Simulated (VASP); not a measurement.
Set up this calculation in VASP 6.6.1, as the native input.

```yaml
Task: single point
Functional: LDA
Potentials_or_basis: VASP PAW LDA potentials, release 64 (Pt)
Cutoff: 520 eV
k_mesh: 22 × 22 × 22
Occupations: gaussian, width 0.15 eV
Spin: no spin polarisation
Dipole_correction: no
Further_INCAR_settings: ALGO = Normal; EDIFF = 1e-07; NBANDS = 11
```

The structure of Pt lies in POSCAR:

```
Pt
1.0
   -1.4859050060      1.4859050060      1.4859050060
    1.4859050060     -1.4859050060      1.4859050060
    1.4859050060      1.4859050060     -1.4859050060
Pt
1
Direct
    0.0000000000      0.0000000000      0.0000000000
```

These files were run (other wordings do the same):

INCAR

```
SYSTEM = Pt
PREC = Accurate
ENCUT = 520
EDIFF = 1E-7
ISMEAR = 0
SIGMA = 0.15
LREAL = .FALSE.
LASPH = .TRUE.
NELM = 80
ALGO = Normal
ISIF = 2
LWAVE = .FALSE.
LCHARG = .TRUE.
LELF = .TRUE.
LVHAR = .TRUE.
NBANDS = 11
```

KPOINTS

```
regular mesh
0
G
  22 22 22
  0 0 0
```

Potentials or basis: VASP PAW LDA potentials, release 64 (Pt).

Launch:

```bash
$ cat potpaw_LDA.64/Pt/POTCAR > POTCAR
$ mpirun -np 1 vasp_std > vasp.out
```

Results of the run:

```json
{
 "Pressure": "54.6 GPa",
 "Band gap on the k mesh": "zero (band 5 reaches 15.22 eV, above the bottom of band 6 at 12.21 eV)"
}
```

Caveat: spin-orbit coupling is left out, which moves the levels of the heavy elements.

Run time: 31 s on 1 thread of Intel(R) Xeon(R) Platinum 8488C (Sapphire Rapids), on a shared host, peak memory 0.16 GiB.
